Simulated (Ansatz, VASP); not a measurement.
One calculation of HfN, two programs

INCAR

```
ALGO = Normal
EDIFF = 1E-6
ENCUT = 520
GGA = PS
ISIF = 2
ISMEAR = 0
LASPH = True
LCHARG = False
LREAL = False
LWAVE = False
NBANDS = 14
NELM = 60
PREC = Accurate
SIGMA = 0.15
```

File KPOINTS:

```
k-points
0
Gamma
  16 16 16
```

Contents of POSCAR:

```
HfN
1.0
    0.0000000000      2.3934514500      2.4548220000
    2.3934514500      0.0000000000      2.4548220000
    2.3934514500      2.3934514500      0.0000000000
Hf N
1 1
Direct
    0.0000000000      0.0000000000      0.0000000000
    0.7500000000      0.7500000000      0.7500000000
```

Input for Ansatz:

```yaml
crystal:
  lattice:
    - [0.0, 2.39345145, 2.454822]
    - [2.39345145, 0.0, 2.454822]
    - [2.39345145, 2.39345145, 0.0]
  atoms:
    - { symbol: Hf, position: [0.0, 0.0, 0.0] }
    - { symbol: "N", position: [0.75, 0.75, 0.75] }
basis:
  ecutwfc: 420
kpoints:
  mp_grid: { grid: [16, 16, 16] }
hamiltonian:
  xc: pbesol
scf:
  occupations: { method: gaussian, width: 0.15 }
output:
  forces: true
  stress: true
  eigenvalues: true
```

Change from the starting cell: strain -0.025 along x and y, +0.000 along z, atoms carried along.

Alike in both runs: task single point; functional PBEsol; k mesh 16 × 16 × 16; occupations gaussian, width 0.15 eV; no spin polarisation.

|  | VASP | Ansatz |
| --- | --- | --- |
| version | VASP 6.6.1 | Ansatz 0.2.0 |
| potentials or method | VASP PAW PBE potentials, release 64 (Hf_pv, N), cutoff 520 eV | scalar-relativistic, plane waves, PAW |
| valence electrons in the cell | 15 | 31 |

Ansatz gave:

```
gap on the k mesh at the Fermi level (eV)                     : none
pressure (GPa)                                                : 5.2
traceless stress, the component that is largest in VASP (GPa) : -2.68
```

Estimate VASP's values.

gap on the k mesh at the Fermi level (eV): none; pressure (GPa): 4.4; traceless stress, the component that is largest in VASP (GPa): -2.67.

VASP's potentials were made for PBE, not for PBEsol. A gap of «none» marks a metal or a gap that the smearing closes. With one functional, cell and mesh, what is left measures potentials, basis and numerics. VASP's potentials hold 15 valence electrons a cell and Ansatz's 31, so a difference there can come from the potentials and not from the codes.

Spin-orbit coupling is off throughout.
